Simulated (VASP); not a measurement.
# ZnS (Pmmm) in VASP: notebook

Runs on ZnS. Level: PBE. Tasks: single point.

Program: VASP 6.6.1. These are calculated values, not measurements. Logs are shortened: lines on timing, memory, paths and dates and some standing lists are left out, and cuts for length are marked.

## 1. The cell of the first run

It takes space group Pmmm (No. 47, orthorhombic). The conventional cell has a = 3.239 Å, b = 3.656 Å, c = 8.446 Å, α = 90.00°, β = 90.00°, γ = 90.00°. Within 3.1 Å of Zn (site symmetry mm2) lie 4 S at 2.19 to 2.21 Å and 1 Zn at 3.01 Å. Zn (site symmetry mmm) has 4 S at 2.21 Å within 2.9 Å. Within 3.1 Å of S (site symmetry mm2) lie 4 Zn at 2.19 to 2.21 Å and 1 S at 3.01 Å. Within 2.9 Å of S (site symmetry mmm) lie 4 Zn at 2.21 Å.

The cell was generated, and may not be a known phase.

## 2. Single point, PBE

Input file INCAR:

```
SYSTEM = ZnS
PREC     = Accurate       ! precision mode
ENCUT    = 520            ! plane-wave cutoff, eV
EDIFF    = 1E-6           ! SCF threshold, eV
ISMEAR   = 0              ! smearing method
SIGMA    = 0.1            ! smearing width, eV
LREAL    = .False.        ! projectors in reciprocal space
LASPH    = .True.         ! aspherical terms in the spheres
NELM     = 100            ! most SCF steps
ALGO     = Normal         ! electronic algorithm
ISIF     = 2              ! what is computed and relaxed
LWAVE    = .False.        ! write WAVECAR
LCHARG   = .False.        ! write CHGCAR
GGA      = PE             ! functional
NBANDS   = 36             ! bands
```

Input file KPOINTS:

```
Automatic mesh
0
Gamma
  6 6 2
  0 0 0
```

Input file POSCAR:

```
ZnS
1.0
    3.2385058800      0.0000000000      0.0000000000
    0.0000000000      3.6555239500      0.0000000000
    0.0000000000      0.0000000000      8.4461425200
Zn S
3 3
Direct
    0.5000000000      0.5000000000      0.1780484600
    0.5000000000      0.5000000000      0.8219515400
    0.0000000000      0.0000000000      0.5000000000
    0.5000000000      0.0000000000      0.3219515400
    0.0000000000      0.5000000000      0.0000000000
    0.5000000000      0.0000000000      0.6780484600
```

Potentials or basis: VASP PAW PBE potentials, release 64 (Zn, S).

Launch:

```sh
> cat potpaw_PBE.64/Zn/POTCAR potpaw_PBE.64/S/POTCAR > POTCAR
> mpirun -np 1 vasp_std > vasp.out
```

OUTCAR:

```text
SYSTEM = ZnS
   PREC = Accurate
   ENCUT = 520
   EDIFF = 1E-6
   ISMEAR = 0
   LREAL = .False.
   LASPH = .True.
   NELM = 100
   ISIF = 2
   GGA = PE

 ion  position               nearest neighbor table
   1  0.500  0.500  0.178-   4 2.19   4 2.19   5 2.21   5 2.21   2 3.01
   2  0.500  0.500  0.822-   6 2.19   6 2.19   5 2.21   5 2.21   1 3.01
   3  0.000  0.000  0.500-   4 2.21   6 2.21   4 2.21   6 2.21
   4  0.500  0.000  0.322-   1 2.19   1 2.19   3 2.21   3 2.21
   5  0.000  0.500  0.000-   1 2.21   2 2.21   1 2.21   2 2.21
   6  0.500  0.000  0.678-   2 2.19   2 2.19   3 2.21   3 2.21

  LATTYP: Found a simple orthorhombic cell.
 ALAT       =     3.2385058800
 B/A-ratio  =     1.1287686623
 C/A-ratio  =     2.6080368025

  Lattice vectors:

 A1 = (   3.2385058800,   0.0000000000,   0.0000000000)
 A2 = (   0.0000000000,   3.6555239500,   0.0000000000)
 A3 = (   0.0000000000,   0.0000000000,   8.4461425200)

Analysis of symmetry for initial positions (statically):
=====================================================================
 Subroutine PRICEL returns:
 Original cell was already a primitive cell.

 Routine SETGRP: Setting up the symmetry group for a
 simple orthorhombic supercell.

 Subroutine GETGRP returns: Found  8 space group operations
 (whereof  8 operations were pure point group operations)
 out of a pool of  8 trial point group operations.

The static configuration has the point symmetry D_2h.

Analysis of symmetry for dynamics (positions and initial velocities):
=====================================================================
 Subroutine PRICEL returns:
 Original cell was already a primitive cell.

 Routine SETGRP: Setting up the symmetry group for a
 simple orthorhombic supercell.

 Subroutine GETGRP returns: Found  8 space group operations
 (whereof  8 operations were pure point group operations)
 out of a pool of  8 trial point group operations.

The dynamic configuration has the point symmetry D_2h.

 Subroutine INISYM returns: Found  8 space group operations
 (whereof  8 operations are pure point group operations),
 and found     1 'primitive' translations

----------------------------------------------------------------------------------------

                                     Primitive cell

  volume of cell :      99.9891

  direct lattice vectors                    reciprocal lattice vectors
     3.238505880  0.000000000  0.000000000     0.308784371  0.000000000  0.000000000
     0.000000000  3.655523950  0.000000000     0.000000000  0.273558596  0.000000000
     0.000000000  0.000000000  8.446142520     0.000000000  0.000000000  0.118397244

  length of vectors
     3.238505880  3.655523950  8.446142520     0.308784371  0.273558596  0.118397244

  position of ions in fractional coordinates (direct lattice)
     0.500000000  0.500000000  0.178048460
     0.500000000  0.500000000  0.821951540
     0.000000000  0.000000000  0.500000000
     0.500000000  0.000000000  0.321951540
     0.000000000  0.500000000  0.000000000
     0.500000000  0.000000000  0.678048460

  ion indices of the primitive-cell ions
   primitive index   ion index
                 1           1
                 2           2
                 3           3
                 4           4
                 5           5
                 6           6

----------------------------------------------------------------------------------------

 KPOINTS: Automatic mesh

Automatic generation of k-mesh.
 Grid dimensions read from file:
 generate k-points for:    6    6    2

 Generating k-lattice:

  Cartesian coordinates                     Fractional coordinates (reciprocal lattice)
     0.051464062  0.000000000  0.000000000     0.166666667  0.000000000  0.000000000
     0.000000000  0.045593099  0.000000000     0.000000000  0.166666667  0.000000000
     0.000000000  0.000000000  0.059198622     0.000000000  0.000000000  0.500000000

  Length of vectors
     0.051464062  0.045593099  0.059198622

  Shift w.r.t. Gamma in fractional coordinates (k-lattice)
     0.000000000  0.000000000  0.000000000

 Subroutine IBZKPT returns following result:
 ===========================================

 Found     32 irreducible k-points:

 Following reciprocal coordinates:
            Coordinates               Weight
  0.000000  0.000000  0.000000      1.000000
  0.166667  0.000000  0.000000      2.000000
  0.333333  0.000000  0.000000      2.000000
  0.500000  0.000000  0.000000      1.000000
  0.000000  0.166667  0.000000      2.000000
  0.166667  0.166667  0.000000      4.000000
[... 16 lines left out ...]
  0.333333  0.166667  0.500000      4.000000
  0.500000  0.166667  0.500000      2.000000
 [... further k-points ...]
   k-points           NKPTS =     32   k-points in BZ     NKDIM =     32   number of bands    NBANDS=     36
   number of dos      NEDOS =    301   number of ions     NIONS =      6
   total plane-waves  NPLWV =  43008
   dimension x,y,z NGX =    24 NGY =   28 NGZ =   64
   dimension x,y,z NGXF=    48 NGYF=   56 NGZF=  128
   ions per type =               3   3
   NGX,Y,Z   is equivalent  to a cutoff of  12.32, 12.73, 12.60 a.u.
   NGXF,Y,Z  is equivalent  to a cutoff of  24.64, 25.47, 25.19 a.u.
 SYSTEM =  ZnS
   PREC   = accura    normal or accurate (medium, high low for compatibility)
   ISTART =      0    job   : 0-new  1-cont  2-samecut
   ICHARG =      2    charge: 1-file 2-atom 10-const
   ISPIN  =      1    spin polarized calculation?
   LNONCOLLINEAR =      F non collinear calculations
   LSORBIT =      F    spin-orbit coupling
   LASPH  =      T    aspherical Exc in radial PAW
   ENCUT  =  520.0 eV  38.22 Ry    6.18 a.u.   6.02  6.80 15.70*2*pi/ulx,y,z
   NELM   =    100;   NELMIN=  2; NELMDL= -5     # of ELM steps
   EDIFF  = 0.1E-05   stopping-criterion for ELM
   LREAL  =      F    real-space projection
   EDIFFG = 0.1E-04   stopping-criterion for IOM
   NSW    =      0    number of steps for IOM
   IBRION =     -1    ionic relax: 0-MD 1-quasi-New 2-CG
   NFREE  =      0    steps in history (QN), initial steepest desc. (CG)
   ISIF   =      2    stress and relaxation
   ISYM   =      2    0-nonsym 1-usesym 2-fastsym
   POTIM  = 0.5000    time-step for ionic-motion
   TEBEG  =    0.0;   TEEND  =   0.0 temperature during run
   PSTRESS=    0.0 pullay stress
   NELECT =      54.0000    total number of electrons
   NUPDOWN=      -1.0000    fix difference up-down
   EMIN   =  10.00;   EMAX   =-10.00  energy-range for DOS
   EFERMI =   0.00;   METHOD = LEGACY
   ISMEAR =     0;   SIGMA  =   0.10  broadening in eV -4-tet -1-fermi 0-gaus
   EFERMI_NEDOS =   21; number of points for ismear=-14 and -15
   IALGO  =     38    algorithm
   IMIX   =      4    mixing-type and parameters
     AMIX     =   0.40;   BMIX     =  1.00
     AMIX_MAG =   1.60;   BMIX_MAG =  1.00
  volume/ion in A,a.u.               =      16.66       112.46
  Fermi-wavevector in a.u.,A,eV,Ry     =   1.333179  2.519343 24.182541  1.777367
  Thomas-Fermi vector in A             =   2.462057
   LORBIT       =      0    0 simple, 1 ext, 2 COOP (PROOUT), +10 PAW based schemes
   GGA     = PE    functional components
   LHFCALC =     F    Hartree Fock is set to
   AEXX    =    0.0000 exact exchange contribution
   IVDW    =     0    specifies the selected vdW correction
   LEPSILON=     F    determine dielectric tensor
   LRPA    =     F    only Hartree local field effects (RPA)
 non-spin polarized calculation
 Gauss-broadening in eV      SIGMA  =   0.10
  energy-cutoff  :      520.00
  volume of cell :       99.99
 maximum number of plane-waves:      2718
   NGX = 13   NGY = 13   NGZ = 31

 number of electron      54.0000030 magnetization

 Free energy of the ion-electron system (eV)
  ---------------------------------------------------
  ext. energy  EPLUGINS =         0.00000000
  ---------------------------------------------------
  free energy    TOTEN  =       -16.91177958 eV

  energy without entropy =      -16.90879618  energy(sigma->0) =      -16.91028788

 E-fermi :   4.8122     XC(G=0): -10.4232

 val. band max:        4.7937584100   @ k =   0.0000   0.0000   0.5000
 cond. band min:       4.9301666720   @ k =   0.3333   0.5000   0.5000
 fundamental gap:      0.1364082620
 Fermi energy:         4.8122215660

 k-point     1 :       0.0000    0.0000    0.0000
  band No.  band energies     occupation
      1     -10.8846      2.00000
      2      -9.7037      2.00000
      3      -9.3969      2.00000
      4      -4.1994      2.00000
      5      -3.5789      2.00000
      6      -3.5490      2.00000
[... 28 lines left out ...]
     35      11.4772      0.00000
     36      11.5608      0.00000

 k-point     2 :       0.1667    0.0000    0.0000
  band No.  band energies     occupation
      1     -10.6264      2.00000
      2      -9.5695      2.00000
      3      -9.1950      2.00000
      4      -4.0284      2.00000
      5      -3.6628      2.00000
      6      -3.4399      2.00000
[... 28 lines left out ...]
     35      11.6707      0.00000
     36      11.8637      0.00000

 k-point     3 :       0.3333    0.0000    0.0000
  band No.  band energies     occupation
      1      -9.9885      2.00000
      2      -9.2824      2.00000
      3      -8.7496      2.00000
      4      -3.6881      2.00000
      5      -3.6519      2.00000
      6      -3.6046      2.00000
[... 28 lines left out ...]
     35      11.7548      0.00000
     36      12.5816      0.00000
[... 742 lines left out ...]
 k-point    23 :       0.3333    0.1667    0.5000
  band No.  band energies     occupation
      1      -9.8054      2.00000
      2      -9.3427      2.00000
      3      -8.6082      2.00000
      4      -3.7134      2.00000
      5      -3.6025      2.00000
      6      -3.5741      2.00000
[... 28 lines left out ...]
     35      10.9558      0.00000
     36      12.0668      0.00000

 k-point    24 :       0.5000    0.1667    0.5000
  band No.  band energies     occupation
      1      -9.4371      2.00000
      2      -9.0581      2.00000
      3      -8.4601      2.00000
      4      -3.9028      2.00000
      5      -3.7665      2.00000
      6      -3.5115      2.00000
[... 28 lines left out ...]
     35      11.0908      0.00000
     36      11.2750      0.00000

 [... further k-points ...]

------------------------ aborting loop because EDIFF is reached ----------------------------------------

  FORCE on cell =-STRESS in cart. coord.  units (eV):
  Direction    XX          YY          ZZ          XY          YZ          ZX
  --------------------------------------------------------------------------------------
  -------------------------------------------------------------------------------------
  Total       21.5398167      9.2730662     18.8247061      0.0000000      0.0000000      0.0000000
  in kB      345.1436259    148.5871367    301.6380044      0.0000000      0.0000000      0.0000000
  external PRESSURE =     265.1229223 kB  Pullay stress =       0.0000000 kB

 VOLUME and BASIS-vectors are now :
 -----------------------------------------------------------------------------
  energy-cutoff  :      520.00
  volume of cell :       99.99
      direct lattice vectors                 reciprocal lattice vectors
     3.238505880  0.000000000  0.000000000     0.308784371  0.000000000  0.000000000
     0.000000000  3.655523950  0.000000000     0.000000000  0.273558596  0.000000000
     0.000000000  0.000000000  8.446142520     0.000000000  0.000000000  0.118397244

 POSITION                                       TOTAL-FORCE (eV/Angst)
 -----------------------------------------------------------------------------------
      1.61925      1.82776      1.50382         0.000000     -0.000000     -0.123007
      1.61925      1.82776      6.94232         0.000000      0.000000      0.123007
      0.00000      0.00000      4.22307         0.000000      0.000000      0.000000
      1.61925      0.00000      2.71925        -0.000000     -0.000000     -1.016419
      0.00000      1.82776      0.00000         0.000000      0.000000      0.000000
      1.61925      0.00000      5.72689         0.000000      0.000000      1.016419
 -----------------------------------------------------------------------------------
    total drift:                                0.000000     -0.000000     -0.000000

  FREE ENERGIE OF THE ION-ELECTRON SYSTEM (eV)
  ---------------------------------------------------
  free  energy   TOTEN  =       -16.9117795834 eV

  energy  without entropy=      -16.9087961834  energy(sigma->0) =      -16.91028788
```

Wall time 80 s (1 thread of AMD EPYC 9R45 (Zen 5), shared host); peak memory 0.21 GiB.

What came out:

```yaml
Free_energy: -16.9118 eV
Pressure: 26.5 GPa
Largest_force: 1.016 eV/Å
Band_gap_on_the_k_mesh: zero (bands 27 and 28 overlap by 0.14 eV)
```

Forces on the atoms (eV/Å):
```
Zn   0.000  0.000 -0.123
Zn   0.000  0.000  0.123
Zn   0.000  0.000  0.000
S    0.000  0.000 -1.016
S    0.000  0.000  0.000
S    0.000  0.000  1.016
```

Stress tensor (GPa, compression positive):
```
34.51  0.00  0.00
 0.00 14.86  0.00
 0.00  0.00 30.16
```

Levels at points of the mesh, in eV from the Fermi level:
| k point | band 24 | band 25 | band 26 | band 27 | band 28 | band 29 | band 30 | band 31 |
| --- | --- | --- | --- | --- | --- | --- | --- | --- |
| (0.00, 0.00, 0.00) | -1.40 | -1.18 | -0.91 | -0.72 | 0.97 | 2.93 | 3.34 | 4.11 |
| (0.50, 0.00, 0.00) | -2.41 | -2.23 | -2.14 | -0.59 | 1.11 | 2.95 | 3.60 | 4.99 |
| (0.00, 0.50, 0.00) | -2.67 | -2.11 | -1.08 | -0.20 | 0.34 | 4.76 | 4.93 | 5.66 |
| (0.50, 0.50, 0.00) | -4.66 | -3.99 | -2.39 | -1.60 | -0.16 | 2.24 | 3.10 | 3.47 |
| (0.00, 0.00, 0.50) | -2.55 | -1.75 | -0.75 | -0.02 | 1.80 | 2.09 | 3.94 | 4.25 |
| (0.50, 0.00, 0.50) | -2.28 | -2.28 | -0.86 | -0.59 | 1.80 | 2.23 | 3.99 | 4.43 |
| (0.00, 0.50, 0.50) | -2.11 | -1.59 | -1.08 | -0.20 | 1.54 | 3.79 | 3.90 | 5.94 |
| (0.50, 0.50, 0.50) | -4.55 | -4.08 | -2.32 | -1.89 | 0.51 | 1.52 | 2.05 | 2.55 |

Caveat: the k points lie up to 0.37 Å⁻¹ apart; semilocal functionals underestimate gaps, and a narrow one can read as zero; forces of over 1 eV/Å act on the atoms, so gaps and moduli don't describe the material at rest.

## 3. Single point, PBE

This run uses another cell than the first one, of 20.99 Å³/atom.

Input file INCAR:

```
PREC = Accurate ; ENCUT = 520
EDIFF = 1E-6 ; ISMEAR = 0
SIGMA = 0.1 ; LREAL = F
LASPH = T ; NELM = 60
ALGO = Normal ; ISIF = 2
LWAVE = F ; LCHARG = F
GGA = PE ; NBANDS = 36
```

Input file KPOINTS:

```
regular mesh
0
Gamma
  6 6 2
```

Input file POSCAR:

```
ZnS
1.0
    3.6162400984      0.0000000000      0.0000000000
    0.0000000000      3.8550796239      0.0000000000
    0.0000000000      0.0000000000      9.0350445764
Zn S
3 3
Direct
    0.5000000000      0.5000000000      0.1689356022
    0.5000000000      0.5000000000      0.8310643978
    0.0000000000      0.0000000000      0.5000000000
    0.5000000000      0.0000000000      0.3194013824
    0.0000000000      0.5000000000      0.0000000000
    0.5000000000      0.0000000000      0.6805986176
```

Potentials or basis: VASP PAW PBE potentials, release 64 (Zn, S).

Launch:

```sh
> cat potpaw_PBE.64/Zn/POTCAR potpaw_PBE.64/S/POTCAR > POTCAR
> mpirun -np 1 vasp_std > vasp.out
```

Run time: 1.7 min. Hardware: 1 thread of AMD EPYC 9R45 (Zen 5), shared host; peak memory 0.25 GiB.

It converged, with:

| Quantity | Value |
| --- | --- |
| Free energy | -18.8777 eV |
| Pressure | 0.3 GPa |
| Largest force | 0.010 eV/Å |
| Band gap on the k mesh | 0.77 eV (least direct gap 1.11 eV) |

Forces on the atoms (eV/Å):
```
Zn   0.000  0.000 -0.001
Zn   0.000  0.000  0.001
Zn   0.000  0.000  0.000
S    0.000  0.000 -0.010
S    0.000  0.000  0.000
S    0.000  0.000  0.010
```

Stress tensor (GPa, compression positive):
```
0.26 0.00 0.00
0.00 0.20 0.00
0.00 0.00 0.30
```

Levels at points of the mesh, in eV from the valence-band top:
```tsv
k point	band 25	band 26	band 27	band 28	band 29	band 30
(0.00, 0.00, 0.00)	-0.82	-0.61	-0.34	0.77	3.20	3.60
(0.50, 0.00, 0.00)	-1.56	-1.33	0.00	1.66	2.78	3.80
(0.00, 0.50, 0.00)	-1.51	-1.08	-0.23	1.11	3.42	3.93
(0.50, 0.50, 0.00)	-2.71	-1.42	-1.21	1.25	2.55	3.11
(0.00, 0.00, 0.50)	-1.56	-0.14	-0.14	1.95	2.40	3.53
(0.50, 0.00, 0.50)	-1.42	-0.75	0.00	1.76	2.37	4.42
(0.00, 0.50, 0.50)	-1.08	-0.82	-0.24	2.22	2.83	2.97
(0.50, 0.50, 0.50)	-2.74	-1.44	-1.35	1.65	2.02	2.83
```

Caveat: semilocal functionals underestimate gaps, and a narrow one can read as zero. A k mesh can miss the band edges.

## 4. Single point, PBE

This run uses another cell than the first one: it holds 12 atoms, not 6.

Input file INCAR:

```
PREC = Accurate
ENCUT = 520
EDIFF = 1E-7
ISMEAR = 0
SIGMA = 0.1
LREAL = False
LASPH = True
NELM = 80
ALGO = Normal
ISIF = 2
LWAVE = False
LCHARG = True
GGA = PE
LELF = True
LVHAR = True
NBANDS = 66
```

Input file KPOINTS:

```
regular mesh
0
Gamma
  4 4 1
```

Input file POSCAR:

```
ZnS
1.0
    3.6165118920      0.0000000000      0.0000000000
    0.0000000000      3.8577507091      0.0000000000
    0.0000000000      0.0000000000     18.0762265533
Zn S
6 6
Direct
    0.5000000000      0.5000000000      0.0844861632
    0.5000000000      0.5000000000      0.5844861632
    0.5000000000      0.5000000000      0.4155138368
    0.5000000000      0.5000000000      0.9155138368
    0.0000000000      0.0000000000      0.2500000000
    0.0000000000      1.0000000000      0.7500000000
    0.5000000000      0.0000000000      0.1596655262
    0.5000000000      0.0000000000      0.6596655262
    0.0000000000      0.5000000000      0.5000000000
    0.0000000000      0.5000000000      1.0000000000
    0.5000000000      0.0000000000      0.3403344738
    0.5000000000      0.0000000000      0.8403344738
```

Launch:

```sh
> cat potpaw_PBE.64/Zn/POTCAR potpaw_PBE.64/S/POTCAR > POTCAR
> mpirun -np 1 vasp_std > vasp.out
```

It took 2.6 min on 1 thread of AMD EPYC 9R45 (Zen 5), shared host; peak memory 0.35 GiB.

It converged, with:

```yaml
Free_energy: -37.6132 eV
Pressure: 0.3 GPa
Band_gap_on_the_k_mesh: 0.75 eV
```

Stress tensor (GPa, compression positive):
```
0.40 0.00 0.00
0.00 0.30 0.00
0.00 0.00 0.17
```

Levels at points of the mesh, in eV from the valence-band top:
| k point | band 51 | band 52 | band 53 | band 54 | band 55 | band 56 | band 57 | band 58 |
| --- | --- | --- | --- | --- | --- | --- | --- | --- |
| (0.00, 0.00, 0.00) | -0.60 | -0.35 | -0.14 | -0.14 | 0.75 | 1.94 | 2.39 | 3.20 |
| (0.50, 0.00, 0.00) | -1.34 | -0.75 | 0.00 | 0.00 | 1.65 | 1.75 | 2.36 | 2.77 |
| (0.00, 0.50, 0.00) | -1.07 | -0.83 | -0.23 | -0.23 | 1.10 | 2.21 | 2.82 | 2.96 |
| (0.50, 0.50, 0.00) | -1.45 | -1.41 | -1.35 | -1.22 | 1.24 | 1.64 | 2.01 | 2.54 |

Caveat: the k points lie up to 0.43 Å⁻¹ apart; semilocal functionals underestimate gaps, and a narrow one can read as zero. A k mesh can miss the band edges.

## 5. Summary

```csv
cell,k mesh,gap on the mesh (eV),pressure (GPa),largest force (eV/Å)
"a = 3.239, b = 3.656, c = 8.446 Å, 6 atoms, atomic positions A",6 × 6 × 2,none,26.5,1.02
"a = 3.616, b = 3.855, c = 9.035 Å, 6 atoms, atomic positions B",6 × 6 × 2,0.77,0.3,0.01
"a = 3.617, b = 3.858, c = 18.076 Å, 12 atoms, atomic positions C",4 × 4 × 1,0.75,0.3,-
```

Alike in all rows: task single point; level PBE; potentials or basis VASP PAW PBE potentials, release 64 (Zn, S); no spin polarisation; cutoff (eV) 520; smearing gaussian 0.1 eV.

Caveats: some runs use coarse meshes; semilocal functionals underestimate gaps, and a narrow one can read as zero; forces of over 1 eV/Å act on the atoms, so gaps and moduli don't describe the material at rest (at least some runs).

Absolute energies hang on the potentials; compare differences alone.

The gap in the log of VASP goes by the Fermi energy; the results here count the filled bands.